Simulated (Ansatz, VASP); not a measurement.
## Pt in VASP and in Ansatz

INCAR

```
SYSTEM = Pt
  ALGO = Normal
  EDIFF = 1E-6
  ENCUT = 520
  ISIF = 2
  ISMEAR = 1
  LASPH = .TRUE.
  LCHARG = .TRUE.
  LELF = .TRUE.
  LREAL = .FALSE.
  LVHAR = .TRUE.
  LWAVE = .FALSE.
  NBANDS = 11
  NELM = 100
  PREC = Accurate
  SIGMA = 0.03
```

The input KPOINTS:

```
k-points
0
G
  14 14 14
  0 0 0
```

File POSCAR:

```
Pt
1.0
    0.0000000000      1.9474302061      1.9474302061
    1.9474302061      0.0000000000      1.9474302061
    1.9474302061      1.9474302061      0.0000000000
Pt
1
Direct
    0.0000000000      0.0000000000      0.0000000000
```

Input for Ansatz:

```yaml
crystal:
  lattice:
    - [0.0, 1.9474302061, 1.9474302061]
    - [1.9474302061, 0.0, 1.9474302061]
    - [1.9474302061, 1.9474302061, 0.0]
  atoms:
    - { symbol: Pt, position: [0.0, 0.0, 0.0] }
hamiltonian:
  xc: lda
  pseudopotentials:
    kind: paw
    azcp:
      Pt: "pseudopotentials/Pt.paw.azcp"
basis:
  ecutwfc: 420
  fft_grid_basis: typed
kpoints:
  mp_grid: { grid: [14, 14, 14], shift: [0, 0, 0] }
magnetization:
  spin_polarized: false
scf:
  occupations: { method: methfessel_paxton, width: 0.03 }
  lower_state_search: "off"
output:
  stress: true
  write_density: true
  write_potential: true
  elf: true
  volumetric_format: npy
```

Alike in both runs: task single point; functional LDA; k mesh 14 × 14 × 14; occupations methfessel-paxton of order 1, width 0.03 eV; no spin polarisation.

|  | VASP | Ansatz |
| --- | --- | --- |
| version | VASP 6.6.1 | Ansatz 0.2.0 |
| potentials or method | VASP PAW LDA potentials, release 64 (Pt), cutoff 520 eV | plane waves (420 eV) with PAW, scalar-relativistic |
| valence electrons in the cell | 10 | 18 |

VASP gave:

| Property | Result |
| --- | --- |
| pressure (GPa) | 0.3 |

**Question.** Which values does Ansatz return?

**Answer.** Pressure (GPa): -0.5.

Ansatz warns that its potentials were made for another functional, while VASP's fit it. LDA's correlation is that of Perdew and Zunger in VASP and of Perdew and Wang (1992) in Ansatz. VASP's potentials hold 10 valence electrons a cell and Ansatz's 18, so a difference there can come from the potentials and not from the codes.

Neither program's run includes spin-orbit coupling.
